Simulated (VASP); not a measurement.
Write the native input for VASP 6.6.1 that does the following.

```
Task                   : single point
Functional             : LDA
Potentials or basis    : VASP PAW LDA potentials, release 64 (Cu_sv_GW)
Cutoff                 : 700 eV
k mesh                 : 20 × 20 × 20
Occupations            : gaussian, width 0.1 eV
Spin                   : no spin polarisation
Dipole correction      : no
Second run             : valence_matched
Further INCAR settings : ALGO = Normal; EDIFF = 1e-06; NBANDS = 16
```

The structure of Cu lies in POSCAR:

```
Cu
1.0
    0.0000000000      1.7763935166      1.7763935166
    1.7763935166      0.0000000000      1.7763935166
    1.7763935166      1.7763935166      0.0000000000
Cu
1
Direct
    0.0000000000      0.0000000000      0.0000000000
```

This cell differs from its parent crystal: volume scaled by 1.03.

One way to write it, as run:

INCAR

```
PREC = Accurate
ENCUT = 700
EDIFF = 1E-6
ISMEAR = 0
SIGMA = 0.1
LREAL = F
LASPH = T
NELM = 120
ALGO = Normal
ISIF = 2
LWAVE = F
LCHARG = F
NBANDS = 16
GGA_COMPAT = F
```

KPOINTS

```
regular mesh
0
Gamma
  20 20 20
```

Potentials or basis: VASP PAW LDA potentials, release 64 (Cu_sv_GW).

Command:

```sh
$ cat potpaw_LDA.64/Cu_sv_GW/POTCAR > POTCAR
$ mpirun -np 1 vasp_std > vasp.out
```

Results of the run:

- Pressure: -9.4 GPa

Wall time 77 s on 1 thread of AMD EPYC 7R43 64-Core Processor (Zen 3) (shared host), peak memory 0.17 GiB.
